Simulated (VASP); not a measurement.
# Cd2C (fluorite type) (Fm-3m) in VASP: a series of runs

Runs on Cd2C (fluorite type). Level: PBE. Tasks: single point.

Everything below comes from runs of VASP 6.6.1. Logs are shortened: lines on timing, memory, paths and dates and some standing lists are left out, and cuts for length are marked.

### Step 1. The cell of the first run

Symmetry: Fm-3m, No. 225, cubic system. Conventional cell: a = 5.887 Å, b = 5.887 Å, c = 5.887 Å, α = 90.00°, β = 90.00°, γ = 90.00°. C (site symmetry m-3m) has 8 Cd at 2.55 Å within 3.4 Å. Cd (site symmetry -43m) has 4 C at 2.55 Å and 6 Cd at 2.94 Å within 3.4 Å.

### Step 2. Single point, PBE

Contents of INCAR:

```
SYSTEM = Cd2C
ALGO = Normal ; EDIFF = 1E-7
ENCUT = 520 ; GGA = PE
ISIF = 2 ; ISMEAR = -1
LASPH = .True. ; LCHARG = .True.
LELF = .True. ; LREAL = .False.
LVHAR = .True. ; LWAVE = .False.
NBANDS = 21 ; NELM = 80
PREC = Accurate ; SIGMA = 0.03
```

Contents of KPOINTS:

```
k-points
0
Gamma
  10 10 10
  0 0 0
```

Contents of POSCAR:

```
Cd2C
1.0
    0.0000000000      2.9436491030      2.9436491030
    2.9436491030      0.0000000000      2.9436491030
    2.9436491030      2.9436491030      0.0000000000
C Cd
1 2
Direct
    0.0000000000      0.0000000000      0.0000000000
    0.2500000000      0.2500000000      0.2500000000
    0.7500000000      0.7500000000      0.7500000000
```

Potentials or basis: VASP PAW PBE potentials, release 64 (C, Cd).

Launch:

```console
$ cat potpaw_PBE.64/C/POTCAR potpaw_PBE.64/Cd/POTCAR > POTCAR
$ mpirun -np 1 vasp_std > vasp.out
```

OUTCAR:

```text
SYSTEM = Cd2C
   EDIFF = 1E-7
   ENCUT = 520
   GGA = PE
   ISIF = 2
   ISMEAR = -1
   LASPH = .True.
   LREAL = .False.
   NELM = 80
   PREC = Accurate

 ion  position               nearest neighbor table
   1  0.000  0.000  0.000-   3 2.55   3 2.55   3 2.55   2 2.55   2 2.55   2 2.55   3 2.55   2 2.55

   2  0.250  0.250  0.250-   1 2.55   1 2.55   1 2.55   1 2.55   3 2.94   3 2.94   3 2.94   3 2.94
                             3 2.94   3 2.94
   3  0.750  0.750  0.750-   1 2.55   1 2.55   1 2.55   1 2.55   2 2.94   2 2.94   2 2.94   2 2.94
                             2 2.94   2 2.94

  LATTYP: Found a face centered cubic cell.
 ALAT       =     5.8872982060

  Lattice vectors:

 A1 = (   0.0000000000,   2.9436491030,   2.9436491030)
 A2 = (   2.9436491030,   0.0000000000,   2.9436491030)
 A3 = (   2.9436491030,   2.9436491030,   0.0000000000)

Analysis of symmetry for initial positions (statically):
=====================================================================
 Subroutine PRICEL returns:
 Original cell was already a primitive cell.

 Routine SETGRP: Setting up the symmetry group for a
 face centered cubic supercell.

 Subroutine GETGRP returns: Found 48 space group operations
 (whereof 48 operations were pure point group operations)
 out of a pool of 48 trial point group operations.

The static configuration has the point symmetry O_h .

Analysis of symmetry for dynamics (positions and initial velocities):
=====================================================================
 Subroutine PRICEL returns:
 Original cell was already a primitive cell.

 Routine SETGRP: Setting up the symmetry group for a
 face centered cubic supercell.

 Subroutine GETGRP returns: Found 48 space group operations
 (whereof 48 operations were pure point group operations)
 out of a pool of 48 trial point group operations.

The dynamic configuration has the point symmetry O_h .

 Subroutine INISYM returns: Found 48 space group operations
 (whereof 48 operations are pure point group operations),
 and found     1 'primitive' translations

----------------------------------------------------------------------------------------

                                     Primitive cell

  volume of cell :      51.0139

  direct lattice vectors                    reciprocal lattice vectors
     0.000000000  2.943649103  2.943649103    -0.169857202  0.169857202  0.169857202
     2.943649103  0.000000000  2.943649103     0.169857202 -0.169857202  0.169857202
     2.943649103  2.943649103  0.000000000     0.169857202  0.169857202 -0.169857202

  length of vectors
     4.162948484  4.162948484  4.162948484     0.294201304  0.294201304  0.294201304

  position of ions in fractional coordinates (direct lattice)
     0.000000000  0.000000000  0.000000000
     0.250000000  0.250000000  0.250000000
     0.750000000  0.750000000  0.750000000

  ion indices of the primitive-cell ions
   primitive index   ion index
                 1           1
                 2           2
                 3           3

----------------------------------------------------------------------------------------

 KPOINTS: k-points

Automatic generation of k-mesh.
 Grid dimensions read from file:
 generate k-points for:   10   10   10

 Generating k-lattice:

  Cartesian coordinates                     Fractional coordinates (reciprocal lattice)
    -0.016985720  0.016985720  0.016985720     0.100000000  0.000000000  0.000000000
     0.016985720 -0.016985720  0.016985720     0.000000000  0.100000000  0.000000000
     0.016985720  0.016985720 -0.016985720     0.000000000  0.000000000  0.100000000

  Length of vectors
     0.029420130  0.029420130  0.029420130

  Shift w.r.t. Gamma in fractional coordinates (k-lattice)
     0.000000000  0.000000000  0.000000000

 Subroutine IBZKPT returns following result:
 ===========================================

 Found     47 irreducible k-points:

 Following reciprocal coordinates:
            Coordinates               Weight
  0.000000  0.000000  0.000000      1.000000
  0.100000  0.000000  0.000000      8.000000
  0.200000  0.000000  0.000000      8.000000
  0.300000  0.000000  0.000000      8.000000
  0.400000  0.000000  0.000000      8.000000
  0.500000  0.000000  0.000000      4.000000
[... 16 lines left out ...]
  0.300000  0.300000  0.000000      6.000000
  0.400000  0.300000  0.000000     24.000000
 [... further k-points ...]
   k-points           NKPTS =     47   k-points in BZ     NKDIM =     47   number of bands    NBANDS=     21
   number of dos      NEDOS =    301   number of ions     NIONS =      3
   total plane-waves  NPLWV =  32768
   dimension x,y,z NGX =    32 NGY =   32 NGZ =   32
   dimension x,y,z NGXF=    64 NGYF=   64 NGZF=   64
   ions per type =               1   2
   NGX,Y,Z   is equivalent  to a cutoff of  12.78, 12.78, 12.78 a.u.
   NGXF,Y,Z  is equivalent  to a cutoff of  25.56, 25.56, 25.56 a.u.
 SYSTEM =  Cd2C
   PREC   = accura    normal or accurate (medium, high low for compatibility)
   ISTART =      0    job   : 0-new  1-cont  2-samecut
   ICHARG =      2    charge: 1-file 2-atom 10-const
   ISPIN  =      1    spin polarized calculation?
   LNONCOLLINEAR =      F non collinear calculations
   LSORBIT =      F    spin-orbit coupling
   LASPH  =      T    aspherical Exc in radial PAW
   ENCUT  =  520.0 eV  38.22 Ry    6.18 a.u.   7.74  7.74  7.74*2*pi/ulx,y,z
   NELM   =     80;   NELMIN=  2; NELMDL= -5     # of ELM steps
   EDIFF  = 0.1E-06   stopping-criterion for ELM
   LREAL  =      F    real-space projection
   EDIFFG = 0.1E-05   stopping-criterion for IOM
   NSW    =      0    number of steps for IOM
   IBRION =     -1    ionic relax: 0-MD 1-quasi-New 2-CG
   NFREE  =      0    steps in history (QN), initial steepest desc. (CG)
   ISIF   =      2    stress and relaxation
   ISYM   =      2    0-nonsym 1-usesym 2-fastsym
   POTIM  = 0.5000    time-step for ionic-motion
   TEBEG  =    0.0;   TEEND  =   0.0 temperature during run
   PSTRESS=    0.0 pullay stress
   NELECT =      28.0000    total number of electrons
   NUPDOWN=      -1.0000    fix difference up-down
   EMIN   =  10.00;   EMAX   =-10.00  energy-range for DOS
   EFERMI =   0.00;   METHOD = LEGACY
   ISMEAR =    -1;   SIGMA  =   0.03  broadening in eV -4-tet -1-fermi 0-gaus
   EFERMI_NEDOS =   21; number of points for ismear=-14 and -15
   IALGO  =     38    algorithm
   IMIX   =      4    mixing-type and parameters
     AMIX     =   0.40;   BMIX     =  1.00
     AMIX_MAG =   1.60;   BMIX_MAG =  1.00
  volume/ion in A,a.u.               =      17.00       114.75
  Fermi-wavevector in a.u.,A,eV,Ry     =   1.340391  2.532972 24.444877  1.796648
  Thomas-Fermi vector in A             =   2.468707
   LORBIT       =      0    0 simple, 1 ext, 2 COOP (PROOUT), +10 PAW based schemes
   GGA     = PE    functional components
   LHFCALC =     F    Hartree Fock is set to
   AEXX    =    0.0000 exact exchange contribution
   IVDW    =     0    specifies the selected vdW correction
   LEPSILON=     F    determine dielectric tensor
   LRPA    =     F    only Hartree local field effects (RPA)
 non-spin polarized calculation
  energy-cutoff  :      520.00
  volume of cell :       51.01
 maximum number of plane-waves:      1390
   NGX = 15   NGY = 15   NGZ = 15

 number of electron      28.0000012 magnetization

 Free energy of the ion-electron system (eV)
  ---------------------------------------------------
  ext. energy  EPLUGINS =         0.00000000
  ---------------------------------------------------
  free energy    TOTEN  =        -7.30431694 eV

  energy without entropy =       -7.30313823  energy(sigma->0) =       -7.30372759

 E-fermi :   3.1991     XC(G=0): -11.0811

 val. band max:        3.1831757515   @ k =   0.2000   0.0000   0.0000
 cond. band min:       3.2328284470   @ k =  -0.1000   0.1000   0.0000
 fundamental gap:      0.0496526955
 Fermi energy:         3.1990922091

 k-point     1 :       0.0000    0.0000    0.0000
  band No.  band energies     occupation
      1      -8.4546      2.00000
      2      -6.4868      2.00000
      3      -6.4868      2.00000
      4      -6.3555      2.00000
      5      -6.3555      2.00000
      6      -6.3555      2.00000
[... 13 lines left out ...]
     20      12.7766      0.00000
     21      12.7766      0.00000

 k-point     2 :       0.1000    0.0000    0.0000
  band No.  band energies     occupation
      1      -8.3850      2.00000
      2      -6.4557      2.00000
      3      -6.4557      2.00000
      4      -6.3132      2.00000
      5      -6.3132      2.00000
      6      -6.3077      2.00000
[... 13 lines left out ...]
     20      12.4196      0.00000
     21      12.4196      0.00000

 k-point     3 :       0.2000    0.0000    0.0000
  band No.  band energies     occupation
      1      -8.2065      2.00000
      2      -6.3600      2.00000
      3      -6.3600      2.00000
      4      -6.1954      2.00000
      5      -6.1954      2.00000
      6      -6.1427      2.00000
[... 13 lines left out ...]
     20      11.9670      0.00000
     21      11.9670      0.00000
[... 457 lines left out ...]
 k-point    23 :       0.3000    0.3000    0.0000
  band No.  band energies     occupation
      1      -7.9454      2.00000
      2      -6.3939      2.00000
      3      -6.2640      2.00000
      4      -5.7951      2.00000
      5      -5.7951      2.00000
      6      -5.5688      2.00000
[... 13 lines left out ...]
     20      15.3735      0.00000
     21      15.8803      0.00000

 k-point    24 :       0.4000    0.3000    0.0000
  band No.  band energies     occupation
      1      -7.8686      2.00000
      2      -6.3413      2.00000
      3      -6.1464      2.00000
      4      -5.7653      2.00000
      5      -5.6751      2.00000
      6      -5.6542      2.00000
[... 13 lines left out ...]
     20      15.0873      0.00000
     21      15.4525      0.00000

 [... further k-points ...]

------------------------ aborting loop because EDIFF is reached ----------------------------------------

  FORCE on cell =-STRESS in cart. coord.  units (eV):
  Direction    XX          YY          ZZ          XY          YZ          ZX
  --------------------------------------------------------------------------------------
  -------------------------------------------------------------------------------------
  Total        0.2214200      0.2214200      0.2214200     -0.0000000      0.0000000     -0.0000000
  in kB        6.9540748      6.9540748      6.9540748     -0.0000000      0.0000000     -0.0000000
  external PRESSURE =       6.9540748 kB  Pullay stress =       0.0000000 kB

 VOLUME and BASIS-vectors are now :
 -----------------------------------------------------------------------------
  energy-cutoff  :      520.00
  volume of cell :       51.01
      direct lattice vectors                 reciprocal lattice vectors
     0.000000000  2.943649103  2.943649103    -0.169857202  0.169857202  0.169857202
     2.943649103  0.000000000  2.943649103     0.169857202 -0.169857202  0.169857202
     2.943649103  2.943649103  0.000000000     0.169857202  0.169857202 -0.169857202

 POSITION                                       TOTAL-FORCE (eV/Angst)
 -----------------------------------------------------------------------------------
      0.00000      0.00000      0.00000         0.000000      0.000000      0.000000
      1.47182      1.47182      1.47182        -0.000000     -0.000000     -0.000000
      4.41547      4.41547      4.41547         0.000000      0.000000      0.000000
 -----------------------------------------------------------------------------------
    total drift:                               -0.000000     -0.000000      0.000000

  FREE ENERGIE OF THE ION-ELECTRON SYSTEM (eV)
  ---------------------------------------------------
  free  energy   TOTEN  =        -7.3043169394 eV

  energy  without entropy=       -7.3031382344  energy(sigma->0) =       -7.30372759
```

It took 26 s on 1 thread of AMD EPYC 9R45 (Zen 5), shared host; peak memory 0.17 GiB.

What came out:

```yaml
Free_energy: -7.3043 eV
Pressure: 0.7 GPa
Band_gap_on_the_k_mesh: zero (bands 14 and 15 overlap by 0.54 eV)
```

Levels at points of the mesh, in eV from the Fermi level:
| k point | band 10 | band 11 | band 12 | band 13 | band 14 | band 15 | band 16 | band 17 | band 18 | band 19 |
| --- | --- | --- | --- | --- | --- | --- | --- | --- | --- | --- |
| (0.00, 0.00, 0.00) | -7.77 | -7.77 | -1.86 | 0.17 | 0.17 | 0.17 | 3.96 | 3.96 | 3.96 | 7.42 |
| (0.50, 0.00, 0.00) | -8.67 | -7.66 | -5.95 | -0.64 | -0.64 | -0.36 | 4.39 | 5.05 | 5.05 | 7.13 |
| (0.50, 0.50, 0.00) | -7.88 | -7.79 | -4.55 | -2.60 | -2.60 | 0.89 | 1.50 | 5.07 | 6.99 | 6.99 |

(Part 1 of 2 ends here.)
